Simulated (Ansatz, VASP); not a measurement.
# Ta in VASP and in Ansatz

The input POSCAR:

```
Ta
1.0
   -1.6522866616      1.6522866616      1.6522866616
    1.6522866616     -1.6522866616      1.6522866616
    1.6522866616      1.6522866616     -1.6522866616
Ta
1
Direct
    0.0000000000      0.0000000000      0.0000000000
```

File INCAR.step1:

```
PREC = Accurate
ENCUT = 600
ISMEAR = -1
SIGMA = 0.15
LREAL = False
LASPH = True
NELM = 80
GGA = PE
ALGO = Normal
EDIFF = 1E-4
LWAVE = True
LCHARG = False
```

INCAR.step2

```
PREC = Accurate
ENCUT = 600
EDIFF = 1E-6
ISMEAR = -1
SIGMA = 0.15
LREAL = False
LASPH = True
NELM = 80
ALGO = Normal
ISIF = 3
LWAVE = False
LCHARG = False
METAGGA = R2SCAN
LMIXTAU = True
IBRION = 2
NSW = 80
EDIFFG = -0.001
ISTART = 1
```

The input KPOINTS:

```
Automatic mesh
0
Gamma
  20 20 20
```

Input for Ansatz:

```yaml
crystal:
  lattice:
    - [-1.6522866616, 1.6522866616, 1.6522866616]
    - [1.6522866616, -1.6522866616, 1.6522866616]
    - [1.6522866616, 1.6522866616, -1.6522866616]
  atoms:
    - { symbol: Ta, position: [0.0, 0.0, 0.0] }
basis:
  ecutwfc: 500
kpoints:
  mp_grid: { grid: [20, 20, 20] }
hamiltonian:
  xc: r2scan
scf:
  occupations: { method: fermi_dirac, width: 0.15 }
output:
  forces: true
  stress: true
  eigenvalues: true
relax:
  adjacent_minimum: "off"
  f_tol: 0.001
  max_steps: 60
  cell: { stress_tol: 0.01 }
```

Alike in both runs: task relaxation of cell and atoms; functional r2SCAN; k mesh 20 × 20 × 20; occupations fermi-dirac, width 0.15 eV; no spin polarisation.

```csv
,VASP,Ansatz
version,VASP 6.6.1,Ansatz 0.2.0
potentials or method,"VASP PAW PBE potentials, release 64 (Ta_pv), cutoff 600 eV","scalar-relativistic, plane waves, PAW"
valence electrons in the cell,11,13
```

```csv
,VASP,Ansatz,Ansatz less VASP
"gap on the k mesh at the Fermi level, each at its own relaxed structure (eV)",none,none,-
relaxed volume (Å³/atom),18.14,18.09,-0.054
relaxed length of the cell vector where the two differ most in proportion (Å),2.867,2.864,-0.0028
```

VASP's potentials were made for PBE, not for r2SCAN. A gap of «none» marks a metal or a gap that the smearing closes. VASP's potentials hold 11 valence electrons a cell and Ansatz's 13, so a difference there can come from the potentials and not from the codes.

Spin-orbit coupling is off throughout.
